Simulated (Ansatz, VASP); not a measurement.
# CdS in VASP and in Ansatz

```
Cd S
1.0
     0.00000    2.74954    2.74954
     2.74954    0.00000    2.74954
     2.74954    2.74954    0.00000
Cd S
1 1
Cartesian
  0.0117 0.0000 0.0000
  2.7086 2.7495 2.7495
```

Change from the starting cell: mode 4 frozen in at -0.041 Å, equal normal strain along x, y and z +0.0083.

Alike in both runs: task single point; functional r2SCAN; k mesh 8 × 8 × 8; occupations gaussian, width 0.05 eV; no spin polarisation.

|  | VASP | Ansatz |
| --- | --- | --- |
| version | VASP 6.6.1 | Ansatz 0.2.0 |
| potentials or method | VASP PAW PBE potentials, release 64 (Cd, S), cutoff 520 eV | scalar-relativistic, plane waves, PAW |
| valence electrons in the cell | 18 | 26 |

Ansatz gave:

```
gap on the k mesh at the Fermi level (eV)                     : 0.76
least direct gap on the mesh (eV)                             : 2.21
pressure (GPa)                                                : -1.9
traceless stress, the component that is largest in VASP (GPa) : 0.17
rms of the force components (eV/Å)                            : 0.043
```

Task: Estimate VASP's values.

Result: gap on the k mesh at the Fermi level (eV): 0.74; least direct gap on the mesh (eV): 2.17; pressure (GPa): -1.4; traceless stress, the component that is largest in VASP (GPa): 0.18; rms of the force components (eV/Å): 0.046.

VASP's potentials were made for PBE, not for r2SCAN. Atom by atom the forces differ by 0.003 eV/Å (rms over components). The functional is the same, so the differences come from potentials, cutoffs and numerics. VASP's potentials hold 18 valence electrons a cell and Ansatz's 26, so a difference there can come from the potentials and not from the codes.
